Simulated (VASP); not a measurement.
# TiB2 (P-1) in VASP: a series of runs

Runs on TiB2. Level: PBEsol. Tasks: single point.

Program: VASP 6.6.1. These are calculated values, not measurements. Logs are shortened: lines on timing, memory, paths and dates and some standing lists are left out, and cuts for length are marked.

### Step 1. The cell of the first run

The typed cell holds 3 atoms: a = 3.030 Å, b = 3.055 Å, c = 3.229 Å, α = 90.41°, β = 91.14°, γ = 120.85°.

### Step 2. Single point, PBEsol (equal xy, yz and zx shear strains of -2 %)

INCAR reads:

```
SYSTEM = TiB2
  PREC = Accurate
  ENCUT = 520
  EDIFF = 1E-7
  ISMEAR = -1
  SIGMA = 0.03
  LREAL = .FALSE.
  LASPH = .TRUE.
  NELM = 60
  ALGO = Normal
  ISIF = 2
  LWAVE = .FALSE.
  LCHARG = .FALSE.
  GGA = PS
  NBANDS = 16
```

KPOINTS reads:

```
Automatic mesh
0
G
  14 14 11
  0 0 0
```

POSCAR reads:

```
TiB2
1.0
    3.0291982016     -0.0302919820     -0.0302919820
   -1.5408327268      2.6385085867     -0.0110876350
   -0.0322840000     -0.0322840000      3.2284000000
Ti B
1 2
Direct
    0.0000000000      0.0000000000      0.0000000000
    0.3333333333      0.6666666667      0.5000000000
    0.6666666667      0.3333333333      0.5000000000
```

Potentials or basis: VASP PAW PBE potentials, release 64 (Ti_sv, B).

Command:

```bash
> cat potpaw_PBE.64/Ti_sv/POTCAR potpaw_PBE.64/B/POTCAR > POTCAR
> mpirun -np 1 vasp_std > vasp.out
```

OUTCAR:

```text
SYSTEM = TiB2
   PREC = Accurate
   ENCUT = 520
   EDIFF = 1E-7
   ISMEAR = -1
   LREAL = .FALSE.
   LASPH = .TRUE.
   NELM = 60
   ISIF = 2
   GGA = PS

 ion  position               nearest neighbor table
   1  0.000  0.000  0.000-   3 2.34   2 2.34   3 2.36   2 2.36   2 2.38   3 2.38   2 2.40   3 2.40
                             2 2.40   3 2.40   3 2.40   2 2.40
   2  0.333  0.667  0.500-   3 1.73   3 1.75   3 1.76   1 2.34   1 2.36   1 2.38   1 2.40   1 2.40
                             1 2.40
   3  0.667  0.333  0.500-   2 1.73   2 1.75   2 1.76   1 2.34   1 2.36   1 2.38   1 2.40   1 2.40
                             1 2.40

  LATTYP: Found a triclinic cell.
 ALAT       =     3.0032878511
 B/A-ratio  =     1.0087281861
 C/A-ratio  =     1.0750627259
 COS(alpha) =     0.0198960208
 COS(beta)  =     0.0274156886
 COS(gamma) =     0.4869832429

  Lattice vectors:

 A1 = (   1.4883654748,   2.6082166047,  -0.0413796170)
 A2 = (   3.0291982016,  -0.0302919820,  -0.0302919820)
 A3 = (   0.0322840000,   0.0322840000,  -3.2284000000)

Analysis of symmetry for initial positions (statically):
=====================================================================
 Subroutine PRICEL returns:
 Original cell was already a primitive cell.

 Routine SETGRP: Setting up the symmetry group for a
 triclinic supercell.

 Subroutine GETGRP returns: Found  2 space group operations
 (whereof  2 operations were pure point group operations)
 out of a pool of  2 trial point group operations.

The static configuration has the point symmetry S_2 .

Analysis of symmetry for dynamics (positions and initial velocities):
=====================================================================
 Subroutine PRICEL returns:
 Original cell was already a primitive cell.

 Routine SETGRP: Setting up the symmetry group for a
 triclinic supercell.

 Subroutine GETGRP returns: Found  2 space group operations
 (whereof  2 operations were pure point group operations)
 out of a pool of  2 trial point group operations.

The dynamic configuration has the point symmetry S_2 .

 Subroutine INISYM returns: Found  2 space group operations
 (whereof  2 operations are pure point group operations),
 and found     1 'primitive' translations

----------------------------------------------------------------------------------------
[... 87 lines left out ...]
   ISTART =      0    job   : 0-new  1-cont  2-samecut
   ICHARG =      2    charge: 1-file 2-atom 10-const
   ISPIN  =      1    spin polarized calculation?
   LNONCOLLINEAR =      F non collinear calculations
   LSORBIT =      F    spin-orbit coupling
   LASPH  =      T    aspherical Exc in radial PAW
   ENCUT  =  520.0 eV  38.22 Ry    6.18 a.u.   5.63  5.68  6.00*2*pi/ulx,y,z
   NELM   =     60;   NELMIN=  2; NELMDL= -5     # of ELM steps
   EDIFF  = 0.1E-06   stopping-criterion for ELM
   LREAL  =      F    real-space projection
   EDIFFG = 0.1E-05   stopping-criterion for IOM
   NSW    =      0    number of steps for IOM
   IBRION =     -1    ionic relax: 0-MD 1-quasi-New 2-CG
   NFREE  =      0    steps in history (QN), initial steepest desc. (CG)
   ISIF   =      2    stress and relaxation
   ISYM   =      2    0-nonsym 1-usesym 2-fastsym
   POTIM  = 0.5000    time-step for ionic-motion
   TEBEG  =    0.0;   TEEND  =   0.0 temperature during run
   PSTRESS=    0.0 pullay stress
   NELECT =      18.0000    total number of electrons
   NUPDOWN=      -1.0000    fix difference up-down
   EMIN   =  10.00;   EMAX   =-10.00  energy-range for DOS
   EFERMI =   0.00;   METHOD = LEGACY
   ISMEAR =    -1;   SIGMA  =   0.03  broadening in eV -4-tet -1-fermi 0-gaus
   EFERMI_NEDOS =   21; number of points for ismear=-14 and -15
   IALGO  =     38    algorithm
   IMIX   =      4    mixing-type and parameters
     AMIX     =   0.40;   BMIX     =  1.00
     AMIX_MAG =   1.60;   BMIX_MAG =  1.00
  volume/ion in A,a.u.               =       8.55        57.69
  Fermi-wavevector in a.u.,A,eV,Ry     =   1.454850  2.749268 28.797943  2.116589
  Thomas-Fermi vector in A             =   2.571953
   LORBIT       =      0    0 simple, 1 ext, 2 COOP (PROOUT), +10 PAW based schemes
   GGA     = PS    functional components
   LHFCALC =     F    Hartree Fock is set to
   AEXX    =    0.0000 exact exchange contribution
   IVDW    =     0    specifies the selected vdW correction
   LEPSILON=     F    determine dielectric tensor
   LRPA    =     F    only Hartree local field effects (RPA)
 non-spin polarized calculation
  energy-cutoff  :      520.00
  volume of cell :       25.65
 maximum number of plane-waves:       703
   NGX = 11   NGY = 11   NGZ = 13

 number of electron      18.0000002 magnetization

 Free energy of the ion-electron system (eV)
  ---------------------------------------------------
  ext. energy  EPLUGINS =         0.00000000
  ---------------------------------------------------
  free energy    TOTEN  =       -25.75754087 eV

  energy without entropy =      -25.75640420  energy(sigma->0) =      -25.75697254

 E-fermi :   9.9306     XC(G=0): -12.8728

 val. band max:        9.9276475696   @ k =   0.4286   0.1429  -0.0000
 cond. band min:       9.9327586788   @ k =  -0.0714   0.0714   0.2727
 fundamental gap:      0.0051111091
 Fermi energy:         9.9305837336

 k-point     1 :       0.0000    0.0000    0.0000
  band No.  band energies     occupation
      1     -46.7876      2.00000
      2     -23.2492      2.00000
      3     -22.9406      2.00000
      4     -22.9106      2.00000
      5      -3.5608      2.00000
      6       7.2131      2.00000
[... 433 lines left out ...]
      3     -23.0525      2.00000
      4     -22.9645      2.00000
      5      -2.8772      2.00000
      6       5.7184      2.00000
[... 8 lines left out ...]
     15      17.7488      0.00000
     16      17.9326      0.00000

 [... further k-points ...]
[... 5 lines left out ...]
  --------------------------------------------------------------------------------------
  -------------------------------------------------------------------------------------
  Total       -0.5533605     -0.5616325     -1.0209681      0.9702144      0.8484749      0.8490233
  in kB      -34.5681837    -35.0849309    -63.7794217     60.6088605     53.0038459     53.0381095
  external PRESSURE =     -44.4775121 kB  Pullay stress =       0.0000000 kB

 VOLUME and BASIS-vectors are now :
 -----------------------------------------------------------------------------
  energy-cutoff  :      520.00
  volume of cell :       25.65
      direct lattice vectors                 reciprocal lattice vectors
     3.029198202 -0.030291982 -0.030291982     0.332112656  0.193968813  0.005260815
    -1.540832727  2.638508587 -0.011087635     0.003851184  0.381267181  0.003851184
    -0.032284000 -0.032284000  3.228400000     0.003129430  0.003129430  0.309813549

 POSITION                                       TOTAL-FORCE (eV/Angst)
 -----------------------------------------------------------------------------------
      0.00000      0.00000      0.00000        -0.000000      0.000000     -0.000000
     -0.03363      1.73277      1.59671         0.064646      0.007284     -0.004431
      1.48971      0.84317      1.59031        -0.064646     -0.007284      0.004431
 -----------------------------------------------------------------------------------
    total drift:                               -0.000000      0.000000      0.000000

  FREE ENERGIE OF THE ION-ELECTRON SYSTEM (eV)
  ---------------------------------------------------
  free  energy   TOTEN  =       -25.7575408730 eV

  energy  without entropy=      -25.7564042018  energy(sigma->0) =      -25.75697254
```

OSZICAR:

```text
N       E                     dE             d eps       ncg     rms          rms(c)
DAV:   1     0.121000175201E+03    0.12100E+03   -0.90399E+03 34600   0.129E+03
DAV:   2    -0.236538648121E+02   -0.14465E+03   -0.13951E+03 37096   0.343E+02
DAV:   3    -0.306587771528E+02   -0.70049E+01   -0.69385E+01 50296   0.732E+01
DAV:   4    -0.308245941715E+02   -0.16582E+00   -0.16573E+00 41696   0.100E+01
DAV:   5    -0.308287354641E+02   -0.41413E-02   -0.41412E-02 50144   0.134E+00    0.170E+01
DAV:   6    -0.257694953728E+02    0.50592E+01   -0.20101E+01 49912   0.487E+01    0.380E+00
DAV:   7    -0.257594410189E+02    0.10054E-01   -0.10116E+00 37024   0.114E+01    0.341E+00
DAV:   8    -0.257609507186E+02   -0.15097E-02   -0.87556E-02 57848   0.252E+00    0.674E-01
DAV:   9    -0.257579428287E+02    0.30079E-02   -0.35906E-02 44184   0.238E+00    0.236E-01
DAV:  10    -0.257575408456E+02    0.40198E-03   -0.27851E-03 45136   0.644E-01    0.675E-02
DAV:  11    -0.257575601627E+02   -0.19317E-04   -0.30331E-04 50616   0.183E-01    0.529E-02
DAV:  12    -0.257575415308E+02    0.18632E-04   -0.95306E-05 41976   0.123E-01    0.999E-03
DAV:  13    -0.257575409266E+02    0.60416E-06   -0.55192E-06 43256   0.244E-02    0.162E-03
DAV:  14    -0.257575408730E+02    0.53639E-07   -0.26557E-07 42472   0.511E-03
   1 F= -.25757541E+02 E0= -.25756973E+02  d E =-.113667E-02
```

stdout:

```text
POSCAR found type information on POSCAR TiB
 POSCAR found :  2 types and       3 ions
 scaLAPACK will be used
 -----------------------------------------------------------------------------
|                                                                             |
|                                                                             |
|     You enforced a specific xc type in the INCAR file but a different       |
|     I HOPE YOU KNOW WHAT YOU ARE DOING!                                     |
|                                                                             |
 -----------------------------------------------------------------------------

 LDA part: xc-table for (Slater+PW92), standard interpolation
 POSCAR, INCAR and KPOINTS ok, starting setup
 FFT: planning ... GRIDC
 FFT: planning ... GRID_SOFT
 FFT: planning ... GRID
 WAVECAR not read
 entering main loop
```

It took 2.2 min on 1 thread of Intel Xeon 6975P-C (Granite Rapids), shared host; peak memory 0.5 GiB.

Results:

* Free energy: -25.7575 eV
* Pressure: -4.4 GPa
* Largest force: 0.065 eV/Å
* Band gap on the k mesh: zero (bands 9 and 10 overlap by 0.64 eV)

Forces in eV/Å, atoms in the order of the input:
```
Ti   0.000  0.000  0.000
B    0.065  0.007 -0.004
B   -0.065 -0.007  0.004
```

Stress tensor (GPa, compression positive):
```
-3.46  6.06  5.30
 6.06 -3.51  5.30
 5.30  5.30 -6.38
```

Caveat: the cell differs from its parent crystal (equal xy, yz and zx shear strains of -2 %); the cell stands under tension; the PAW data sets were made with another functional, which shifts forces and pressure a little.

### Step 3. Single point, PBEsol (equal xy, yz and zx shear strains of -1 %)

INCAR reads:

```
SYSTEM = TiB2
ALGO = Normal
EDIFF = 1E-6
ENCUT = 520
GGA = PS
ISIF = 2
ISMEAR = -1
LASPH = .TRUE.
LCHARG = .FALSE.
LREAL = .FALSE.
LWAVE = .FALSE.
NBANDS = 16
NELM = 60
PREC = Accurate
SIGMA = 0.03
```

KPOINTS reads:

```
k-points
0
G
  14 14 11
  0 0 0
```

POSCAR reads:

```
TiB2
1.0
    3.0291982016     -0.0151459910     -0.0151459910
   -1.5277159138      2.6309355912     -0.0055438175
   -0.0161420000     -0.0161420000      3.2284000000
Ti B
1 2
Direct
    0.0000000000      0.0000000000      0.0000000000
    0.3333333333      0.6666666667      0.5000000000
    0.6666666667      0.3333333333      0.5000000000
```

Potentials or basis: VASP PAW PBE potentials, release 64 (Ti_sv, B).

Command:

```bash
> cat potpaw_PBE.64/Ti_sv/POTCAR potpaw_PBE.64/B/POTCAR > POTCAR
> mpirun -np 1 vasp_std > vasp.out
```

Wall time 2 min (1 thread of Intel Xeon 6975P-C (Granite Rapids), shared host); peak memory 0.5 GiB.

Results (log left out):

* Free energy: -25.7774 eV
* Pressure: -4.7 GPa
* Largest force: 0.032 eV/Å
* Band gap on the k mesh: zero (bands 9 and 10 overlap by 0.62 eV)

Forces on the atoms (eV/Å):
```
Ti   0.000  0.000  0.000
B    0.032  0.002 -0.001
B   -0.032 -0.002  0.001
```

Stress tensor (GPa, compression positive):
```
-3.68  3.00  2.62
 3.00 -3.69  2.62
 2.62  2.62 -6.64
```

Levels at points of the mesh, in eV from the Fermi level:
| k point | band 6 | band 7 | band 8 | band 9 | band 10 | band 11 | band 12 | band 13 |
| --- | --- | --- | --- | --- | --- | --- | --- | --- |
| (0.00, 0.00, 0.00) | -2.67 | -2.57 | -2.33 | -2.17 | 1.85 | 1.87 | 3.64 | 3.67 |
| (0.50, 0.00, 0.00) | -9.15 | -3.35 | -3.24 | -2.34 | 1.28 | 2.75 | 3.20 | 3.33 |
| (0.00, 0.50, 0.00) | -9.21 | -3.27 | -3.26 | -2.32 | 1.30 | 2.73 | 3.22 | 3.35 |
| (0.50, 0.50, 0.00) | -9.26 | -3.27 | -3.20 | -2.29 | 1.33 | 2.72 | 3.22 | 3.38 |

Caveat: the cell differs from its parent crystal (equal xy, yz and zx shear strains of -1 %); the cell stands under tension; the PAW data sets were made with another functional, which shifts forces and pressure a little.
